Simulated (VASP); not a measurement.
Wanted: the native input for a VASP 6.6.1 run.

```yaml
Task: single point
Functional: PBEsol
Potentials_or_basis: VASP PAW PBE potentials, release 64 (Sn_d, Zn, N)
Cutoff: 520 eV
k_mesh: 8 × 8 × 4
Occupations: fermi-dirac, width 0.05 eV
Spin: no spin polarisation
Dipole_correction: no
Further_INCAR_settings: ALGO = Normal; EDIFF = 1e-07; NBANDS = 33
```

The structure of ZnSn2N2 lies in POSCAR:

```
ZnSn2N2
1.0
    3.1826703963      0.0000000000      0.0000000000
    0.0000000000      3.1826703963      0.0000000000
    0.0000000000      0.0000000000      7.6505845487
Sn Zn N
2 1 2
Direct
    0.5000000000      0.5000000000      0.3186788913
    0.5000000000      0.5000000000      0.6813211087
    0.0000000000      0.0000000000      0.0000000000
    0.0000000000      0.5000000000      0.8495495401
    0.5000000000      0.0000000000      0.1504504599
```

The input as run:

INCAR

```
SYSTEM = ZnSn2N2
PREC = Accurate ; ENCUT = 520
EDIFF = 1E-7 ; ISMEAR = -1
SIGMA = 0.05 ; LREAL = .FALSE.
LASPH = .TRUE. ; NELM = 80
ALGO = Normal ; ISIF = 2
LWAVE = .FALSE. ; LCHARG = .FALSE.
GGA = PS ; NBANDS = 33
```

KPOINTS

```
regular mesh
0
G
  8 8 4
  0 0 0
```

Potentials or basis: VASP PAW PBE potentials, release 64 (Sn_d, Zn, N).

The run is started by

```console
$ cat potpaw_PBE.64/Sn_d/POTCAR potpaw_PBE.64/Zn/POTCAR potpaw_PBE.64/N/POTCAR > POTCAR
$ mpirun -np 1 vasp_std > vasp.out
```

It gave:

- Pressure: 10.2 GPa
- Largest force: 0.044 eV/Å
- Band gap on the k mesh: zero (band 25 reaches 7.50 eV, above the bottom of band 26 at 5.35 eV)

Caveat: the PAW data sets were made with another functional, which shifts forces and pressure a little; spin-orbit coupling is left out, which moves the levels of the heavy elements.

It took 2.8 min on 1 thread of Oxide Virtual Turin-like Processor, on a shared host, peak memory 0.21 GiB.
